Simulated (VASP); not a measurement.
Set up this calculation in VASP 6.6.1, as the native input.

```
Task                   : single point
Functional             : PBE
Potentials or basis    : VASP PAW PBE potentials, release 64 (H)
Cutoff                 : 500 eV
k mesh                 : 9 × 9 × 6, shifted
Occupations            : gaussian, width 0.02 eV
Spin                   : no spin polarisation
Dipole correction      : no
Further INCAR settings : ALGO = Normal; EDIFF = 1e-06; NBANDS = 10; ISYM = 0
```

The structure of H lies in POSCAR:

```
H
1.0
    3.8401304226      0.0000000000      0.0000000000
   -1.9200652113      3.3256504998      0.0000000000
    0.0000000000      0.0000000000      5.0466615500
H
4
Direct
    0.3333333300      0.6666666700      0.1764958800
    0.6666666700      0.3333333300      0.6764958800
    0.6666666700      0.3333333300      0.8235041200
    0.3333333300      0.6666666700      0.3235041200
```

The input as run:

INCAR

```
SYSTEM = H
  PREC = Accurate
  ENCUT = 500
  EDIFF = 1E-6
  ISMEAR = 0
  SIGMA = 0.02
  LREAL = .FALSE.
  LASPH = .TRUE.
  NELM = 120
  ALGO = Normal
  ISIF = 2
  LWAVE = .FALSE.
  LCHARG = .FALSE.
  GGA = PE
  NBANDS = 10
  ISYM = 0
  GGA_COMPAT = .FALSE.
```

KPOINTS

```
Automatic mesh
0
Gamma
  9 9 6
  0.5 0.5 0.5
```

Potentials or basis: VASP PAW PBE potentials, release 64 (H).

Command:

```console
$ cat potpaw_PBE.64/H/POTCAR > POTCAR
$ mpirun -np 1 vasp_std > vasp.out
```

Results of the run:

| Property | Result |
| --- | --- |
| Pressure | 0.2 GPa |
| Largest force | 0.302 eV/Å |
| Band gap on the k mesh | 9.49 eV |

Caveat: this functional lacks dispersion, which holds the molecules together, so the pressure and a relaxed volume are unreliable; a shifted mesh leaves out Γ, where band edges can lie.

It took 4.8 min on 1 thread of Intel Xeon 8259CL, with other jobs on the host, peak memory 0.43 GiB.
